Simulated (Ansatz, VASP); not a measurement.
CuI in VASP and in Ansatz

```
Cu I
1.0
     3.57497    0.00000    0.00000
     0.00000    3.57497    0.00000
     0.00000    0.00000    3.57497
Cu I
1 1
Direct
  0.00000 0.00000 0.00000
  0.50000 0.50000 0.50000
```

Alike in both runs: task single point; functional PBE; k mesh 6 × 6 × 6; occupations fermi-dirac, width 0.02 eV; no spin polarisation.

|  | VASP | Ansatz |
| --- | --- | --- |
| version | VASP 6.6.1 | Ansatz 0.2.0 |
| potentials or method | VASP PAW PBE potentials, release 64 (Cu, I) | plane waves, PAW |
| plane-wave cutoff (eV) | 520 | 420 |
| valence electrons in the cell | 18 | 36 |

Ansatz gave:

```
pressure (GPa) : 2.9
```

Problem. What did VASP give for the same quantities?

Solution. Pressure (GPa): 3.0.

VASP's potentials hold 18 valence electrons a cell and Ansatz's 36, so a difference there can come from the potentials and not from the codes.

Spin-orbit coupling is off throughout.
